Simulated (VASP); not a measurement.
Input of a VASP 6.6.1 run:

File POSCAR:

```
CsI
1.0
    4.5995222125      0.0000000000      0.0000000000
    0.0000000000      4.5995222125      0.0000000000
    0.0000000000      0.0000000000      4.5995222125
Cs I
1 1
Direct
    0.0000000000      0.0000000000      0.0000000000
    0.5000000000      0.5000000000      0.5000000000
```

Contents of INCAR.step1:

```
PREC = Accurate
ENCUT = 550
ISMEAR = 0
SIGMA = 0.02
LREAL = False
LASPH = True
NELM = 120
NBANDS = 15
GGA = PE
ALGO = Normal
EDIFF = 1E-5
LWAVE = True
LCHARG = False
GGA_COMPAT = False
```

The input INCAR.step2:

```
PREC = Accurate
ENCUT = 550
EDIFF = 1E-6
ISMEAR = 0
SIGMA = 0.02
LREAL = False
LASPH = True
NELM = 120
ALGO = Normal
ISIF = 2
LWAVE = False
LCHARG = True
METAGGA = R2SCAN
LMIXTAU = True
LELF = True
LVHAR = True
NBANDS = 15
ISTART = 1
GGA_COMPAT = False
```

Contents of KPOINTS:

```
Automatic mesh
0
Gamma
  6 6 6
```

Potentials or basis: VASP PAW PBE potentials, release 64 (Cs_sv, I).

Command:

```console
$ cat potpaw_PBE.64/Cs_sv/POTCAR potpaw_PBE.64/I/POTCAR > POTCAR
$ cp INCAR.step1 INCAR
$ mpirun -np 1 vasp_std > vasp.out
$ cp INCAR.step2 INCAR
$ mpirun -np 1 vasp_std > vasp.out
```

Problem. Estimate the pressure.

Solution. 0.1 GPa.

Problem. Predict the band gap on the k mesh.

Solution. 4.52 eV (least direct gap 4.61 eV).

Caveat: the PAW data sets were made with another functional, which shifts forces and pressure a little; spin-orbit coupling is left out, which moves the levels of the heavy elements. A k mesh can miss the band edges.
